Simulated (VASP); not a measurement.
**MnMo3: single point with PBE**

Crystal: MnMo3.

```
CELL_PARAMETERS angstrom
3.92725 0.00000 0.00000
0.00000 3.92725 0.00000
0.00000 0.00000 3.92725
ATOMIC_POSITIONS crystal
Mn 0.00000 0.00000 0.00000
Mo 0.00000 0.50000 0.50000
Mo 0.50000 0.00000 0.50000
Mo 0.50000 0.50000 0.00000
```

* Program: VASP 6.6.1
* Task: single point
* Functional: PBE
* Potentials or basis: VASP PAW PBE potentials, release 64 (Mn_pv, Mo_sv)
* Cutoff: 520 eV
* k mesh: 4 × 4 × 4
* Occupations: gaussian, width 0.1 eV
* Spin: collinear spin, ferromagnetic start
* Starting moments: [1.76, 0.0, 0.0, 0.0] μB

```
Pressure                                              : -5.2 GPa
Net moment                                            : 0.00 μB per cell
Valence electrons inside the program's atomic spheres : Mn 11.74; Mo 12.47
```

Levels at points of the mesh, in eV from the Fermi level:
Spin up:
```csv
k point,band 24,band 25,band 26,band 27,band 28,band 29,band 30,band 31
"(0.00, 0.00, 0.00)",-0.60,-0.60,1.21,1.21,2.96,2.96,2.96,3.36
"(0.50, 0.00, 0.00)",-1.36,-1.36,-0.13,0.33,0.70,0.70,0.95,1.47
"(0.50, 0.50, 0.00)",-1.52,-1.44,-1.44,-1.11,-0.01,0.78,0.78,0.85
"(0.50, 0.50, 0.50)",-0.76,-0.76,-0.67,-0.67,1.28,1.28,1.28,1.97
```
Spin down:
| k point | band 23 | band 24 | band 25 | band 26 | band 27 | band 28 | band 29 | band 30 | band 31 | band 32 |
| --- | --- | --- | --- | --- | --- | --- | --- | --- | --- | --- |
| (0.00, 0.00, 0.00) | -0.60 | -0.60 | -0.60 | 1.21 | 1.21 | 2.96 | 2.96 | 2.96 | 3.36 | 3.36 |
| (0.50, 0.00, 0.00) | -1.92 | -1.37 | -1.37 | -0.13 | 0.33 | 0.70 | 0.70 | 0.95 | 1.47 | 1.47 |
| (0.50, 0.50, 0.00) | -1.68 | -1.52 | -1.44 | -1.44 | -1.11 | -0.01 | 0.78 | 0.78 | 0.85 | 1.00 |
| (0.50, 0.50, 0.50) | -0.76 | -0.76 | -0.76 | -0.67 | -0.67 | 1.28 | 1.28 | 1.28 | 1.97 | 2.70 |

Wall time 94 s on 1 thread of Intel(R) Xeon(R) Platinum 8259CL CPU @ 2.50GHz (Skylake/Cascade Lake), with other jobs on the host, peak memory 0.2 GiB.

Caveat: the k points lie up to 0.40 Å⁻¹ apart; the starting moments collapsed, and a magnetic state may lie lower.
